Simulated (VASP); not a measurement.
# BP (Pm-3m) in VASP: a series of runs

Runs on BP. Level: PBE. Tasks: single point, relaxation of cell and atoms.

All numbers are computed with VASP 6.6.1; they aren't measurements. Logs are shortened: lines on timing, memory, paths and dates and some standing lists are left out, and cuts for length are marked.

### Step 1. The cell of the first run

Symmetry: Pm-3m, No. 221, cubic system. The conventional cell has a = 2.716 Å, b = 2.716 Å, c = 2.716 Å, α = 90.00°, β = 90.00°, γ = 90.00°. Within 3.1 Å of B (site symmetry m-3m) lie 8 P at 2.35 Å and 6 B at 2.72 Å. Within 3.1 Å of P (site symmetry m-3m) lie 8 B at 2.35 Å and 6 P at 2.72 Å.

### Step 2. Single point, PBE

Contents of INCAR:

```
PREC     = Accurate       # precision mode
ENCUT    = 520            # plane-wave cutoff, eV
EDIFF    = 1E-6           # SCF threshold, eV
ISMEAR   = 0              # smearing method
SIGMA    = 0.1            # smearing width, eV
LREAL    = F              # projectors in reciprocal space
LASPH    = T              # aspherical terms in the spheres
NELM     = 100            # most SCF steps
ALGO     = Normal         # electronic algorithm
ISIF     = 2              # what is computed and relaxed
LWAVE    = F              # write WAVECAR
LCHARG   = F              # write CHGCAR
GGA      = PE             # functional
NBANDS   = 11             # bands
```

Contents of KPOINTS:

```
regular mesh
0
Gamma
  20 20 20
```

Contents of POSCAR:

```
BP
1.0
    2.7164797416      0.0000000000      0.0000000000
    0.0000000000      2.7164797416      0.0000000000
    0.0000000000      0.0000000000      2.7164797416
B P
1 1
Direct
    0.5000000000      0.5000000000      0.5000000000
    0.0000000000      0.0000000000      0.0000000000
```

Potentials or basis: VASP PAW PBE potentials, release 64 (B, P).

Run with:

```console
> cat potpaw_PBE.64/B/POTCAR potpaw_PBE.64/P/POTCAR > POTCAR
> mpirun -np 1 vasp_std > vasp.out
```

OUTCAR:

```text
PREC = Accurate
   ENCUT = 520
   EDIFF = 1E-6
   ISMEAR = 0
   LREAL = F
   LASPH = T
   NELM = 100
   ISIF = 2
   GGA = PE

 ion  position               nearest neighbor table
   1  0.500  0.500  0.500-   2 2.35   2 2.35   2 2.35   2 2.35   2 2.35   2 2.35   2 2.35   2 2.35

   2  0.000  0.000  0.000-   1 2.35   1 2.35   1 2.35   1 2.35   1 2.35   1 2.35   1 2.35   1 2.35

  LATTYP: Found a simple cubic cell.
 ALAT       =     2.7164797416

  Lattice vectors:

 A1 = (   2.7164797416,   0.0000000000,   0.0000000000)
 A2 = (   0.0000000000,   2.7164797416,   0.0000000000)
 A3 = (   0.0000000000,   0.0000000000,   2.7164797416)

Analysis of symmetry for initial positions (statically):
=====================================================================
 Subroutine PRICEL returns:
 Original cell was already a primitive cell.

 Routine SETGRP: Setting up the symmetry group for a
 simple cubic supercell.

 Subroutine GETGRP returns: Found 48 space group operations
 (whereof 48 operations were pure point group operations)
 out of a pool of 48 trial point group operations.

The static configuration has the point symmetry O_h .

Analysis of symmetry for dynamics (positions and initial velocities):
=====================================================================
 Subroutine PRICEL returns:
 Original cell was already a primitive cell.

 Routine SETGRP: Setting up the symmetry group for a
 simple cubic supercell.

 Subroutine GETGRP returns: Found 48 space group operations
 (whereof 48 operations were pure point group operations)
 out of a pool of 48 trial point group operations.

The dynamic configuration has the point symmetry O_h .

 Subroutine INISYM returns: Found 48 space group operations
 (whereof 48 operations are pure point group operations),
 and found     1 'primitive' translations

----------------------------------------------------------------------------------------

                                     Primitive cell

  volume of cell :      20.0456

  direct lattice vectors                    reciprocal lattice vectors
     2.716479742  0.000000000  0.000000000     0.368123489  0.000000000  0.000000000
     0.000000000  2.716479742  0.000000000     0.000000000  0.368123489  0.000000000
     0.000000000  0.000000000  2.716479742     0.000000000  0.000000000  0.368123489

  length of vectors
     2.716479742  2.716479742  2.716479742     0.368123489  0.368123489  0.368123489

  position of ions in fractional coordinates (direct lattice)
     0.500000000  0.500000000  0.500000000
     0.000000000  0.000000000  0.000000000

  ion indices of the primitive-cell ions
   primitive index   ion index
                 1           1
                 2           2

----------------------------------------------------------------------------------------

 KPOINTS: regular mesh

Automatic generation of k-mesh.
 Grid dimensions read from file:
 generate k-points for:   20   20   20

 Generating k-lattice:

  Cartesian coordinates                     Fractional coordinates (reciprocal lattice)
     0.018406174  0.000000000  0.000000000     0.050000000  0.000000000  0.000000000
     0.000000000  0.018406174  0.000000000     0.000000000  0.050000000  0.000000000
     0.000000000  0.000000000  0.018406174     0.000000000  0.000000000  0.050000000

  Length of vectors
     0.018406174  0.018406174  0.018406174

  Shift w.r.t. Gamma in fractional coordinates (k-lattice)
     0.000000000  0.000000000  0.000000000

 Subroutine IBZKPT returns following result:
 ===========================================

 Found    286 irreducible k-points:

 Following reciprocal coordinates:
            Coordinates               Weight
  0.000000  0.000000  0.000000      1.000000
  0.050000  0.000000  0.000000      6.000000
  0.100000  0.000000  0.000000      6.000000
  0.150000  0.000000  0.000000      6.000000
  0.200000  0.000000  0.000000      6.000000
  0.250000  0.000000  0.000000      6.000000
[... 16 lines left out ...]
  0.150000  0.100000  0.000000     24.000000
  0.200000  0.100000  0.000000     24.000000
 [... further k-points ...]
   k-points           NKPTS =    286   k-points in BZ     NKDIM =    286   number of bands    NBANDS=     11
   number of dos      NEDOS =    301   number of ions     NIONS =      2
   total plane-waves  NPLWV =   8000
   dimension x,y,z NGX =    20 NGY =   20 NGZ =   20
   dimension x,y,z NGXF=    40 NGYF=   40 NGZF=   40
   ions per type =               1   1
   NGX,Y,Z   is equivalent  to a cutoff of  12.24, 12.24, 12.24 a.u.
   NGXF,Y,Z  is equivalent  to a cutoff of  24.48, 24.48, 24.48 a.u.
 SYSTEM =  unknown system
   PREC   = accura    normal or accurate (medium, high low for compatibility)
   ISTART =      0    job   : 0-new  1-cont  2-samecut
   ICHARG =      2    charge: 1-file 2-atom 10-const
   ISPIN  =      1    spin polarized calculation?
   LNONCOLLINEAR =      F non collinear calculations
   LSORBIT =      F    spin-orbit coupling
   LASPH  =      T    aspherical Exc in radial PAW
   ENCUT  =  520.0 eV  38.22 Ry    6.18 a.u.   5.05  5.05  5.05*2*pi/ulx,y,z
   NELM   =    100;   NELMIN=  2; NELMDL= -5     # of ELM steps
   EDIFF  = 0.1E-05   stopping-criterion for ELM
   LREAL  =      F    real-space projection
   EDIFFG = 0.1E-04   stopping-criterion for IOM
   NSW    =      0    number of steps for IOM
   IBRION =     -1    ionic relax: 0-MD 1-quasi-New 2-CG
   NFREE  =      0    steps in history (QN), initial steepest desc. (CG)
   ISIF   =      2    stress and relaxation
   ISYM   =      2    0-nonsym 1-usesym 2-fastsym
   POTIM  = 0.5000    time-step for ionic-motion
   TEBEG  =    0.0;   TEEND  =   0.0 temperature during run
   PSTRESS=    0.0 pullay stress
   NELECT =       8.0000    total number of electrons
   NUPDOWN=      -1.0000    fix difference up-down
   EMIN   =  10.00;   EMAX   =-10.00  energy-range for DOS
   EFERMI =   0.00;   METHOD = LEGACY
   ISMEAR =     0;   SIGMA  =   0.10  broadening in eV -4-tet -1-fermi 0-gaus
   EFERMI_NEDOS =   21; number of points for ismear=-14 and -15
   IALGO  =     38    algorithm
   IMIX   =      4    mixing-type and parameters
     AMIX     =   0.40;   BMIX     =  1.00
     AMIX_MAG =   1.60;   BMIX_MAG =  1.00
  volume/ion in A,a.u.               =      10.02        67.64
  Fermi-wavevector in a.u.,A,eV,Ry     =   1.205309  2.277704 19.766129  1.452769
  Thomas-Fermi vector in A             =   2.341009
   LORBIT       =      0    0 simple, 1 ext, 2 COOP (PROOUT), +10 PAW based schemes
   GGA     = PE    functional components
   LHFCALC =     F    Hartree Fock is set to
   AEXX    =    0.0000 exact exchange contribution
   IVDW    =     0    specifies the selected vdW correction
   LEPSILON=     F    determine dielectric tensor
   LRPA    =     F    only Hartree local field effects (RPA)
 non-spin polarized calculation
 Gauss-broadening in eV      SIGMA  =   0.10
  energy-cutoff  :      520.00
  volume of cell :       20.05
 maximum number of plane-waves:       554
   NGX = 11   NGY = 11   NGZ = 11

 number of electron       7.9999998 magnetization

 Free energy of the ion-electron system (eV)
  ---------------------------------------------------
  ext. energy  EPLUGINS =         0.00000000
  ---------------------------------------------------
  free energy    TOTEN  =        -9.24677892 eV

  energy without entropy =       -9.24152013  energy(sigma->0) =       -9.24414953

 E-fermi :  10.0796     XC(G=0): -12.1111

 val. band max:       10.0787225883   @ k =   0.5000   0.2000   0.2000
 cond. band min:      10.0909882217   @ k =   0.4000   0.3000   0.3000
 fundamental gap:      0.0122656335
 Fermi energy:        10.0796229709

 k-point     1 :       0.0000    0.0000    0.0000
  band No.  band energies     occupation
      1      -7.0750      2.00000
      2       8.9932      2.00000
      3       8.9932      2.00000
      4       8.9932      2.00000
      5      12.2564      0.00000
      6      14.4713      0.00000
      7      14.4713      0.00000
      8      20.9349      0.00000
      9      20.9349      0.00000
     10      20.9349      0.00000
     11      28.0086      0.00000

 k-point     2 :       0.0500    0.0000    0.0000
  band No.  band energies     occupation
      1      -7.0296      2.00000
      2       8.4561      2.00000
      3       9.0366      2.00000
      4       9.0366      2.00000
      5      12.4377      0.00000
      6      14.5164      0.00000
      7      14.9237      0.00000
      8      20.7789      0.00000
      9      20.7789      0.00000
     10      20.8439      0.00000
     11      28.0063      0.00000

 k-point     3 :       0.1000    0.0000    0.0000
  band No.  band energies     occupation
      1      -6.8934      2.00000
      2       7.2982      2.00000
      3       9.1668      2.00000
      4       9.1668      2.00000
      5      12.6981      0.00000
      6      14.6511      0.00000
      7      16.1025      0.00000
      8      20.3326      0.00000
      9      20.3326      0.00000
     10      20.5911      0.00000
     11      27.9943      0.00000

 k-point     4 :       0.1500    0.0000    0.0000
  band No.  band energies     occupation
      1      -6.6672      2.00000
      2       5.9679      2.00000
      3       9.3832      2.00000
      4       9.3832      2.00000
      5      12.9301      0.00000
      6      14.8734      0.00000
      7      17.6198      0.00000
      8      19.6537      0.00000
      9      19.6537      0.00000
     10      20.2531      0.00000
     11      28.0331      0.00000
[... 239 lines left out ...]
 k-point    22 :       0.1000    0.1000    0.0000
  band No.  band energies     occupation
      1      -6.7117      2.00000
      2       7.4491      2.00000
      3       7.4927      2.00000
      4       9.3398      2.00000
      5      13.2617      0.00000
      6      15.7381      0.00000
      7      16.6733      0.00000
      8      19.2770      0.00000
      9      19.9152      0.00000
     10      20.7725      0.00000
     11      26.8627      0.00000

 k-point    23 :       0.1500    0.1000    0.0000
  band No.  band energies     occupation
      1      -6.4854      2.00000
      2       6.1400      2.00000
      3       7.6876      2.00000
      4       9.5555      2.00000
      5      13.5304      0.00000
      6      16.1372      0.00000
      7      17.8462      0.00000
      8      18.5580      0.00000
      9      19.3928      0.00000
     10      20.6425      0.00000
     11      26.4889      0.00000

 k-point    24 :       0.2000    0.1000    0.0000
  band No.  band energies     occupation
      1      -6.1701      2.00000
      2       4.7938      2.00000
      3       7.9887      2.00000
      4       9.8564      1.99840
      5      13.8017      0.00000
      6      16.3355      0.00000
      7      17.5750      0.00000
      8      18.6894      0.00000
      9      19.3459      0.00000
     10      20.6687      0.00000
     11      26.3277      0.00000

 [... further k-points ...]
[... 5 lines left out ...]
  --------------------------------------------------------------------------------------
  -------------------------------------------------------------------------------------
  Total       -0.0293295     -0.0293295     -0.0293295      0.0000000     -0.0000000      0.0000000
  in kB       -2.3442091     -2.3442091     -2.3442091      0.0000000     -0.0000000      0.0000000
  external PRESSURE =      -2.3442091 kB  Pullay stress =       0.0000000 kB

 VOLUME and BASIS-vectors are now :
 -----------------------------------------------------------------------------
  energy-cutoff  :      520.00
  volume of cell :       20.05
      direct lattice vectors                 reciprocal lattice vectors
     2.716479742  0.000000000  0.000000000     0.368123489  0.000000000  0.000000000
     0.000000000  2.716479742  0.000000000     0.000000000  0.368123489  0.000000000
     0.000000000  0.000000000  2.716479742     0.000000000  0.000000000  0.368123489

 POSITION                                       TOTAL-FORCE (eV/Angst)
 -----------------------------------------------------------------------------------
      1.35824      1.35824      1.35824         0.000000      0.000000      0.000000
      0.00000      0.00000      0.00000         0.000000      0.000000      0.000000
 -----------------------------------------------------------------------------------
    total drift:                                0.000000      0.000000      0.000000

  FREE ENERGIE OF THE ION-ELECTRON SYSTEM (eV)
  ---------------------------------------------------
  free  energy   TOTEN  =        -9.2467789212 eV

  energy  without entropy=       -9.2415201306  energy(sigma->0) =       -9.24414953
```

Run time: 27 s. Hardware: 1 thread of Intel Xeon 6975P-C, shared host; peak memory 0.17 GiB.

What came out:

```
Free energy            : -9.2468 eV
Pressure               : -0.2 GPa
Band gap on the k mesh : zero (band 4 reaches 12.97 eV, above the bottom of band 5 at 6.75 eV)
```

### Step 3. Relaxation of cell and atoms, PBE

This run uses another cell than the first one, of 10.21 Å³/atom, 1.019 times its volume.

Contents of INCAR:

```
SYSTEM = BP
PREC = Accurate
ENCUT = 600
EDIFF = 1E-7
ISMEAR = 0
SIGMA = 0.1
LREAL = .False.
LASPH = .True.
NELM = 80
ALGO = Normal
ISIF = 3
LWAVE = .False.
LCHARG = .False.
GGA = PE
IBRION = 2
NSW = 100
EDIFFG = -0.01
```

Contents of KPOINTS:

```
Automatic mesh
0
Gamma
  20 20 20
  0 0 0
```

Contents of POSCAR:

```
BP
1.0
    2.7331398245      0.0000000000      0.0000000000
    0.0000000000      2.7331398245      0.0000000000
    0.0000000000      0.0000000000      2.7331398245
B P
1 1
Direct
    0.5000000000      0.5000000000      0.5000000000
    0.0000000000      0.0000000000      0.0000000000
```

Potentials or basis: VASP PAW PBE potentials, release 64 (B, P).

Run with:

```console
> cat potpaw_PBE.64/B/POTCAR potpaw_PBE.64/P/POTCAR > POTCAR
> mpirun -np 1 vasp_std > vasp.out
```

OUTCAR:

```text
SYSTEM = BP
   PREC = Accurate
   ENCUT = 600
   EDIFF = 1E-7
   ISMEAR = 0
   LREAL = .False.
   LASPH = .True.
   NELM = 80
   ISIF = 3
   GGA = PE
   IBRION = 2
   NSW = 100
   EDIFFG = -0.01

 ion  position               nearest neighbor table
   1  0.500  0.500  0.500-   2 2.37   2 2.37   2 2.37   2 2.37   2 2.37   2 2.37   2 2.37   2 2.37

   2  0.000  0.000  0.000-   1 2.37   1 2.37   1 2.37   1 2.37   1 2.37   1 2.37   1 2.37   1 2.37

  LATTYP: Found a simple cubic cell.
 ALAT       =     2.7331398245

  Lattice vectors:

 A1 = (   2.7331398245,   0.0000000000,   0.0000000000)
 A2 = (   0.0000000000,   2.7331398245,   0.0000000000)
 A3 = (   0.0000000000,   0.0000000000,   2.7331398245)

Analysis of symmetry for initial positions (statically):
=====================================================================
[... 181 lines left out ...]
 Fermi energy:         9.8242704051

 k-point     1 :       0.0000    0.0000    0.0000
  band No.  band energies     occupation
      1      -7.1266      2.00000
      2       8.7624      2.00000
      3       8.7624      2.00000
      4       8.7624      2.00000
      5      11.7969      0.00000
      6      14.2755      0.00000
      7      14.2755      0.00000
      8      20.4687      0.00000
[... 324 lines left out ...]
--------------------------------------- Ionic step        3  -------------------------------------------

 number of electron       8.0000000 magnetization

 Free energy of the ion-electron system (eV)
  ---------------------------------------------------
  ext. energy  EPLUGINS =         0.00000000
  ---------------------------------------------------
  free energy    TOTEN  =        -9.24743835 eV

  energy without entropy =       -9.24217168  energy(sigma->0) =       -9.24480501

 E-fermi :  10.1045     XC(G=0): -12.1190

 val. band max:       10.0984037136   @ k =   0.4500   0.4500   0.2500
 cond. band min:      10.1057966423   @ k =   0.5000   0.2000   0.2000
 fundamental gap:      0.0073929287
 Fermi energy:        10.1045327968

 k-point     1 :       0.0000    0.0000    0.0000
  band No.  band energies     occupation
      1      -7.0700      2.00000
      2       9.0155      2.00000
      3       9.0155      2.00000
      4       9.0155      2.00000
      5      12.3018      0.00000
      6      14.4899      0.00000
      7      14.4899      0.00000
      8      20.9802      0.00000
[... 282 lines left out ...]
  FREE ENERGIE OF THE ION-ELECTRON SYSTEM (eV)
  ---------------------------------------------------
  free  energy   TOTEN  =        -9.2474383464 eV

  energy  without entropy=       -9.2421716754  energy(sigma->0) =       -9.24480501

 reached required accuracy - stopping structural energy minimisation
```

CONTCAR:

```text
BP
   1.00000000000000
     2.7148457810937643   -0.0000000000000000    0.0000000000000000
    -0.0000000000000000    2.7148457810937643   -0.0000000000000000
     0.0000000000000000   -0.0000000000000000    2.7148457810937643
  B               P
     1     1
Direct
     0.5000000000000000    0.5000000000000000    0.5000000000000000
     0.0000000000000000    0.0000000000000000    0.0000000000000000

  0.00000000E+00  0.00000000E+00  0.00000000E+00
  0.00000000E+00  0.00000000E+00  0.00000000E+00
```

Wall time 47 s (1 thread of Intel Xeon 6975P-C, shared host); peak memory 0.18 GiB.

Results:

| Property | Result |
| --- | --- |
| Free energy | -9.2474 eV |
| Relaxed volume | 10.00 Å³/atom |
| Relaxed cell | a = 2.715 Å, b = 2.715 Å, c = 2.715 Å, α = 90.00°, β = 90.00°, γ = 90.00° |
| Space group after relaxing (to 0.05 Å) | Pm-3m (No. 221) |
| Energy gained by relaxing | 1.6 meV/atom |
| Ionic steps | 3 |
| Pressure after relaxing | 0.0 GPa |

The path:
```csv
step,energy change (eV),largest force (eV/Å),pressure (GPa),volume (Å³)
1,0.0000,0.0000,-2.50,20.42
2,-0.0032,0.0000,0.40,19.95
3,-0.0032,0.0000,0.00,20.01
```

Final structure:
```
B P
1.0
     2.71485    0.00000    0.00000
     0.00000    2.71485    0.00000
     0.00000    0.00000    2.71485
B P
1 1
Direct
  0.50000 0.50000 0.50000
  0.00000 0.00000 0.00000
```

Caveat: the bands computed are all filled at some k points, so no gap is given.
